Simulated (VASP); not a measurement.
The system is Co.

```
Co
1.0
     2.48737    0.00000    0.00000
    -1.24368    2.15412    0.00000
     0.00000    0.00000    4.06329
Co
2
Cartesian
  1.2437 0.7180 1.0559
  0.0000 1.4361 3.0074
```

Base run:

| Quantity | Value |
| --- | --- |
| Program | VASP 6.6.1 |
| Functional | PBEsol |
| Potentials or basis | VASP PAW PBE potentials, release 64 (Co) |
| Cutoff | 520 eV |
| k mesh | 9 × 9 × 5 |
| Occupations | fermi-dirac, width 0.05 eV |
| Spin | collinear spin, ferromagnetic start |
| Starting moments | [2.5, 2.5] μB |

Its results: pressure -11.3 GPa; net moment 3.09 μB per cell; site moments Co +1.56 μB; largest force 0.435 eV/Å.

Q: After a change of settings the same cell gave: pressure -10.4 GPa; net moment 3.27 μB per cell; site moments Co +1.65 μB; largest force 0.514 eV/Å. Which change was it?
A. k mesh from 9 × 9 × 5 to 6 × 6 × 3
B. k mesh from 9 × 9 × 5 to 5 × 5 × 3; further incar settings from ALGO = Normal; EDIFF = 1e-06; NBANDS = 20 to ALGO = Normal; EDIFF = 1e-07; NBANDS = 20
C. k mesh from 9 × 9 × 5 to 4 × 4 × 2

A: A.

Caveats: some runs use coarse meshes; the PAW data sets were made with another functional, which shifts forces and pressure a little.
